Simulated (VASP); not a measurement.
# As in VASP: a series of runs, part 3 of 3

VASP 6.6.1. The steps go on from the part before.

## Step 5: Single point, PBE

This run uses another cell than the first one, of 20.32 Å³/atom, 0.888 times its volume.

Input file INCAR:

```
ALGO = Normal
EDIFF = 1E-6
ENCUT = 520
GGA = PE
ISIF = 2
ISMEAR = 0
LASPH = True
LCHARG = False
LREAL = False
LWAVE = False
NBANDS = 12
NELM = 100
PREC = Accurate
SIGMA = 0.1
```

Input file KPOINTS:

```
k-points
0
Gamma
  6 6 6
```

Input file POSCAR:

```
As
1.0
    1.4258663913     -4.1513022593      0.0000000000
    1.4258663913      4.1513022593      0.0000000000
   -0.1210903888      0.0000000000      3.4331419179
As
2
Direct
    0.8690000000      0.1310000000      0.2500000000
    0.1310000000      0.8690000000      0.7500000000
```

Potentials or basis: VASP PAW PBE potentials, release 64 (As).

Started as:

```bash
> cat potpaw_PBE.64/As/POTCAR > POTCAR
> mpirun -np 1 vasp_std > vasp.out
```

OUTCAR:

```text
EDIFF = 1E-6
   ENCUT = 520
   GGA = PE
   ISIF = 2
   ISMEAR = 0
   LASPH = True
   LREAL = False
   NELM = 100
   PREC = Accurate

 ion  position               nearest neighbor table
   1  0.869  0.131  0.250-   2 2.77   2 2.77
   2  0.131  0.869  0.750-   1 2.77   1 2.77

  LATTYP: Found a base centered monoclinic cell.
 ALAT       =     2.8517327826
 B/A-ratio  =     2.9114244396
 C/A-ratio  =     1.2046278548
 COS(beta)  =    -0.0352490928

  Lattice vectors:

 A1 = (   1.4258663913,  -4.1513022593,   0.0000000000)
[... 541 lines left out ...]
      6       9.2691      0.00000
      7      10.3046      0.00000
      8      11.2489      0.00000
      9      11.7076      0.00000
     10      14.4253      0.00000
     11      16.1957      0.00000
     12      17.4663      0.00000

 [... further k-points ...]
[... 5 lines left out ...]
  --------------------------------------------------------------------------------------
  -------------------------------------------------------------------------------------
  Total       -0.7622227     -0.8334128      1.1970258      0.0000000      0.0000000     -0.2144167
  in kB      -30.0474427    -32.8538147     47.1877383      0.0000000      0.0000000     -8.4524803
  external PRESSURE =      -5.2378397 kB  Pullay stress =       0.0000000 kB

 VOLUME and BASIS-vectors are now :
 -----------------------------------------------------------------------------
  energy-cutoff  :      520.00
  volume of cell :       40.64
      direct lattice vectors                 reciprocal lattice vectors
     1.425866391 -4.151302259  0.000000000     0.350663991 -0.120444133  0.012368274
     1.425866391  4.151302259  0.000000000     0.350663991  0.120444133  0.012368274
    -0.121090389  0.000000000  3.433141918     0.000000000  0.000000000  0.291278375

 POSITION                                       TOTAL-FORCE (eV/Angst)
 -----------------------------------------------------------------------------------
      1.39559     -3.06366      0.85829        -0.000000     -0.807712     -0.000000
      1.33505      3.06366      2.57486         0.000000      0.807712      0.000000
 -----------------------------------------------------------------------------------
    total drift:                                0.000000      0.000000     -0.000000

  FREE ENERGIE OF THE ION-ELECTRON SYSTEM (eV)
  ---------------------------------------------------
  free  energy   TOTEN  =        -8.6107644766 eV

  energy  without entropy=       -8.6072234013  energy(sigma->0) =       -8.60899394
```

OSZICAR:

```text
N       E                     dE             d eps       ncg     rms          rms(c)
DAV:   1     0.249001533040E+02    0.24900E+02   -0.40835E+03  1632   0.695E+02
DAV:   2    -0.717739875765E+01   -0.32078E+02   -0.30503E+02  2228   0.103E+02
DAV:   3    -0.860490954621E+01   -0.14275E+01   -0.14117E+01  2008   0.221E+01
DAV:   4    -0.861161031728E+01   -0.67008E-02   -0.66999E-02  1904   0.167E+00
DAV:   5    -0.861162185592E+01   -0.11539E-04   -0.11539E-04  1984   0.791E-02    0.266E+00
DAV:   6    -0.861067269549E+01    0.94916E-03   -0.23815E-03  1880   0.290E-01    0.156E+00
DAV:   7    -0.861071499317E+01   -0.42298E-04   -0.50499E-03  1860   0.423E-01    0.648E-02
DAV:   8    -0.861076228014E+01   -0.47287E-04   -0.12129E-04  1932   0.751E-02    0.996E-03
DAV:   9    -0.861076476480E+01   -0.24847E-05   -0.31285E-06  1928   0.121E-02    0.314E-03
DAV:  10    -0.861076447665E+01    0.28815E-06   -0.43861E-07  1320   0.395E-03
   1 F= -.86107645E+01 E0= -.86089939E+01  d E =-.354108E-02
```

stdout:

```text
POSCAR found type information on POSCAR As
 POSCAR found :  1 types and       2 ions
 scaLAPACK will be used
 LDA part: xc-table for (Slater+PW92), standard interpolation
 POSCAR, INCAR and KPOINTS ok, starting setup
 FFT: planning ... GRIDC
 FFT: planning ... GRID_SOFT
 FFT: planning ... GRID
 WAVECAR not read
 entering main loop
```

Wall time 23 s (1 thread of Intel Xeon Platinum 8124M at 3.00GHz (Skylake/Cascade Lake), shared host); peak memory 0.19 GiB.

Results:

- Free energy: -8.6108 eV
- Pressure: -0.5 GPa
- Largest force: 0.808 eV/Å
- Band gap on the k mesh: zero (band 5 reaches 10.46 eV, above the bottom of band 6 at 3.58 eV)

Forces in eV/Å, atoms in the order of the input:
```
As   0.000 -0.808  0.000
As   0.000  0.808  0.000
```

Levels at points of the mesh, in eV from the Fermi level:
```
           k point  band 3  band 4  band 5  band 6  band 7  band 8
(0.00, 0.00, 0.00)   -4.90   -2.04    3.37    4.09    4.27    4.71
(0.50, 0.00, 0.00)   -4.76   -4.41    0.63    1.11    3.31    3.36
(0.50, 0.50, 0.00)   -0.13    0.18    0.26    0.59    2.65    7.17
(0.00, 0.00, 0.50)   -1.97   -1.97   -1.73   -1.73    5.14    5.14
(0.50, 0.00, 0.50)   -4.80   -4.58   -1.99   -1.58    1.10    1.24
(0.50, 0.50, 0.50)   -6.44   -6.44    4.84    4.84    5.42    5.42
```

Caveat: the k points lie up to 0.39 Å⁻¹ apart.

## Step 6: Single point, PBE

Input file INCAR:

```
  ALGO = Normal
  EDIFF = 1E-6
  ENCUT = 520
  GGA = PE
  ISIF = 2
  ISMEAR = 0
  LASPH = T
  LCHARG = F
  LREAL = F
  LWAVE = F
  NBANDS = 12
  NELM = 100
  PREC = Accurate
  SIGMA = 0.1
```

Input file KPOINTS:

```
k-points
0
Gamma
  20 20 18
```

Input file POSCAR:

```
As
1.0
    1.4249256349     -4.3493827188      0.0000000000
    1.4249256349      4.3493827188      0.0000000000
    0.0000000000      0.0000000000      3.6944596864
As
2
Direct
    0.9038929154      0.0961070846      0.2500000000
    0.0961070846      0.9038929154      0.7500000000
```

Potentials or basis: VASP PAW PBE potentials, release 64 (As).

Started as:

```bash
> cat potpaw_PBE.64/As/POTCAR > POTCAR
> mpirun -np 1 vasp_std > vasp.out
```

Wall time 5.3 min (1 thread of Intel Xeon Platinum 8124M at 3.00GHz (Skylake/Cascade Lake), shared host); peak memory 0.61 GiB.

Results (log left out):

```
Free energy            : -9.1226 eV
Pressure               : 0.2 GPa
Largest force          : 0.057 eV/Å
Band gap on the k mesh : zero (band 5 reaches 9.41 eV, above the bottom of band 6 at 1.64 eV)
```

Forces on the atoms (eV/Å):
```
As   0.000  0.057  0.000
As   0.000 -0.057  0.000
```

Stress tensor (GPa, compression positive):
```
0.09 0.00 0.00
0.00 0.29 0.00
0.00 0.00 0.33
```

Levels at points of the mesh, in eV from the Fermi level:
```
           k point  band 2  band 3  band 4  band 5  band 6  band 7  band 8  band 9
(0.00, 0.00, 0.00)   -8.57   -3.92   -3.27    1.30    3.49    3.65    6.06    6.22
(0.50, 0.00, 0.00)   -7.16   -5.62   -2.81   -1.17    0.27    2.43    4.30    7.58
(0.50, 0.50, 0.00)  -10.46   -2.69   -0.65   -0.41    1.42    2.97    7.13    8.00
(0.00, 0.00, 0.50)  -12.04   -3.13   -3.13    0.07    0.07    5.04    5.04   10.59
(0.50, 0.00, 0.50)   -9.42   -4.11   -4.11   -2.14   -2.14    2.83    2.83    6.62
(0.50, 0.50, 0.50)  -11.71   -5.57   -5.57    4.88    4.88    5.19    5.19    9.32
```

## Step 7: Single point, PBE

This run uses another cell than the first one, of 22.16 Å³/atom, 0.968 times its volume.

Input file INCAR:

```
  PREC = Accurate
  ENCUT = 600
  EDIFF = 1E-6
  ISMEAR = 0
  SIGMA = 0.1
  LREAL = False
  LASPH = True
  NELM = 120
  ALGO = Normal
  ISIF = 2
  LWAVE = False
  LCHARG = False
  GGA = PE
  NBANDS = 22
  GGA_COMPAT = False
```

Input file KPOINTS:

```
Automatic mesh
0
Gamma
  6 6 6
```

Input file POSCAR:

```
As
1.0
    1.4048131583     -4.2092999068      0.0208808903
    1.4048131583      4.2092999068      0.0208808903
   -0.0690263213      0.0000000000      3.7460993349
As
2
Direct
    0.8993326213      0.1006673787      0.2500000000
    0.1006673787      0.8993326213      0.7500000000
```

Potentials or basis: VASP PAW PBE potentials, release 64 (As_d).

Started as:

```bash
> cat potpaw_PBE.64/As_d/POTCAR > POTCAR
> mpirun -np 1 vasp_std > vasp.out
```

OUTCAR:

```text
PREC = Accurate
   ENCUT = 600
   EDIFF = 1E-6
   ISMEAR = 0
   LREAL = False
   LASPH = True
   NELM = 120
   ISIF = 2
   GGA = PE

 ion  position               nearest neighbor table
   1  0.899  0.101  0.250-   2 2.53   2 2.53
   2  0.101  0.899  0.750-   1 2.53   1 2.53

  LATTYP: Found a base centered monoclinic cell.
 ALAT       =     2.8099366693
 B/A-ratio  =     2.9960105171
 C/A-ratio  =     1.3333877834
 COS(beta)  =    -0.0035613673

  Lattice vectors:

 A1 = (   1.4048131583,  -4.2092999068,   0.0208808903)
[... 190 lines left out ...]
      3     -32.7003      2.00000
      4     -32.6868      2.00000
      5     -32.6831      2.00000
      6     -32.6643      2.00000
[... 589 lines left out ...]
     21      12.9672      0.00000
     22      15.6809      0.00000

 [... further k-points ...]
[... 5 lines left out ...]
  --------------------------------------------------------------------------------------
  -------------------------------------------------------------------------------------
  Total        0.0507475      0.0083334      0.0574223      0.0000000      0.0000000      0.0166750
  in kB        1.8347150      0.3012854      2.0760325      0.0000000      0.0000000      0.6028647
  external PRESSURE =       1.4040110 kB  Pullay stress =       0.0000000 kB

 VOLUME and BASIS-vectors are now :
 -----------------------------------------------------------------------------
  energy-cutoff  :      600.00
  volume of cell :       44.32
      direct lattice vectors                 reciprocal lattice vectors
     1.404813158 -4.209299907  0.020880890     0.355821764 -0.118784599  0.006556438
     1.404813158  4.209299907  0.020880890     0.355821764  0.118784599  0.006556438
    -0.069026321  0.000000000  3.746099335    -0.003966726  0.000000000  0.266871244

 POSITION                                       TOTAL-FORCE (eV/Angst)
 -----------------------------------------------------------------------------------
      1.38756     -3.36182      0.95741        -0.000000      0.019320      0.000000
      1.35304      3.36182      2.83046         0.000000     -0.019320     -0.000000
 -----------------------------------------------------------------------------------
    total drift:                                0.000000      0.000000      0.000000

  FREE ENERGIE OF THE ION-ELECTRON SYSTEM (eV)
  ---------------------------------------------------
  free  energy   TOTEN  =        -9.1004626486 eV

  energy  without entropy=       -9.0969519505  energy(sigma->0) =       -9.09870730
```

stdout:

```text
POSCAR found type information on POSCAR As
 POSCAR found :  1 types and       2 ions
 scaLAPACK will be used
 LDA part: xc-table for (Slater+PW92), standard interpolation
 POSCAR, INCAR and KPOINTS ok, starting setup
 FFT: planning ... GRIDC
 FFT: planning ... GRID_SOFT
 FFT: planning ... GRID
 WAVECAR not read
 entering main loop
```

It took 51 s on 1 thread of Intel Xeon Platinum 8375C at 2.90GHz (Ice Lake), shared host; peak memory 0.22 GiB.

What came out:

```yaml
Free_energy: -9.1005 eV
Pressure: 0.1 GPa
Largest_force: 0.019 eV/Å
Band_gap_on_the_k_mesh: zero (band 15 reaches 8.39 eV, above the bottom of band 16 at 1.01 eV)
```

Forces in eV/Å, atoms in the order of the input:
```
As   0.000  0.019  0.000
As   0.000 -0.019  0.000
```

Caveat: the k points lie up to 0.39 Å⁻¹ apart.

## Step 8: Overview

| task | potentials or basis | cell | k mesh | cutoff (eV) | second run | gap on the mesh (eV) | pressure (GPa) | largest force (eV/Å) |
| --- | --- | --- | --- | --- | --- | --- | --- | --- |
| single point | VASP PAW PBE potentials, release 64 (As) | a = 4.578, b = 4.578, c = 3.692 Å, angles 90.0, 90.0, 143.7°, 2 atoms | 20 × 20 × 16 | 520 | - | none | 0.2 | 0.05 |
| single point | VASP PAW PBE potentials, release 64 (As) | a = 4.438, b = 4.438, c = 3.747 Å, angles 90.1, 90.1, 143.1°, 2 atoms | 6 × 6 × 6 | 520 | - | none | 0.3 | 0.06 |
| relaxation of cell and atoms | VASP PAW PBE potentials, release 64 (As) | relaxed from a = 4.389, b = 4.389, c = 3.435 Å, angles 90.7, 90.7, 142.1°, 2 atoms | 6 × 6 × 6 | 600 | - | none | -0.1 | - |
| single point | VASP PAW PBE potentials, release 64 (As) | a = 4.389, b = 4.389, c = 3.435 Å, angles 90.7, 90.7, 142.1°, 2 atoms | 6 × 6 × 6 | 520 | - | none | -0.5 | 0.81 |
| single point | VASP PAW PBE potentials, release 64 (As) | a = 4.577, b = 4.577, c = 3.694 Å, angles 90.0, 90.0, 143.7°, 2 atoms | 20 × 20 × 18 | 520 | - | none | 0.2 | 0.06 |
| single point | VASP PAW PBE potentials, release 64 (As_d) | a = 4.438, b = 4.438, c = 3.747 Å, angles 90.1, 90.1, 143.1°, 2 atoms | 6 × 6 × 6 | 600 | valence_matched | none | 0.1 | 0.02 |

Alike in all rows: level PBE; no spin polarisation; smearing gaussian 0.1 eV.

Caveats: some runs use coarse meshes.

Absolute energies hang on the potentials; compare differences alone.
